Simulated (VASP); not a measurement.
Set up this calculation in VASP 6.6.1, as the native input.

* Task: single point
* Functional: r2SCAN
* Potentials or basis: VASP PAW PBE potentials, release 64 (Ag, I)
* Cutoff: 550 eV
* k mesh: 6 × 6 × 4
* Occupations: gaussian, width 0.01 eV
* Spin: no spin polarisation
* Dipole correction: no
* Further INCAR settings: ALGO = Normal; EDIFF = 1e-06; NBANDS = 26

AgI:

```
CELL_PARAMETERS angstrom
4.55580 0.00000 0.00000
-2.27790 3.94544 0.00000
0.00000 0.00000 7.44458
ATOMIC_POSITIONS crystal
Ag 0.66667 0.33333 0.62752
Ag 0.33333 0.66667 0.12752
I 0.66667 0.33333 0.00248
I 0.33333 0.66667 0.50248
```

One way to write it, as run:

POSCAR

```
AgI
1.0
    4.5558023790      0.0000000000      0.0000000000
   -2.2779011895      3.9454405949      0.0000000000
    0.0000000000      0.0000000000      7.4445765231
Ag I
2 2
Direct
    0.6666666667      0.3333333333      0.6275238171
    0.3333333333      0.6666666667      0.1275238171
    0.6666666667      0.3333333333      0.0024761829
    0.3333333333      0.6666666667      0.5024761829
```

INCAR.step1

```
  PREC = Accurate
  ENCUT = 550
  ISMEAR = 0
  SIGMA = 0.01
  LREAL = False
  LASPH = True
  NELM = 120
  NBANDS = 26
  GGA = PE
  ALGO = Normal
  EDIFF = 1E-5
  LWAVE = True
  LCHARG = False
  GGA_COMPAT = False
```

INCAR.step2

```
  PREC = Accurate
  ENCUT = 550
  EDIFF = 1E-6
  ISMEAR = 0
  SIGMA = 0.01
  LREAL = False
  LASPH = True
  NELM = 120
  ALGO = Normal
  ISIF = 2
  LWAVE = False
  LCHARG = False
  METAGGA = R2SCAN
  LMIXTAU = True
  NBANDS = 26
  ISTART = 1
  GGA_COMPAT = False
```

KPOINTS

```
Automatic mesh
0
Gamma
  6 6 4
```

Potentials or basis: VASP PAW PBE potentials, release 64 (Ag, I).

Command:

```bash
$ cat potpaw_PBE.64/Ag/POTCAR potpaw_PBE.64/I/POTCAR > POTCAR
$ cp INCAR.step1 INCAR
$ mpirun -np 1 vasp_std > vasp.out
$ cp INCAR.step2 INCAR
$ mpirun -np 1 vasp_std > vasp.out
```

Results of the run:

```yaml
Pressure: 2.0 GPa
Largest_force: 0.004 eV/Å
Band_gap_on_the_k_mesh: 1.83 eV
```

Caveat: the PAW data sets were made with another functional, which shifts forces and pressure a little; spin-orbit coupling is left out, which moves the levels of the heavy elements.

Run time: 110 s on 1 thread of Intel(R) Xeon(R) 6975P-C (Granite Rapids), with other jobs on the host, peak memory 0.33 GiB.
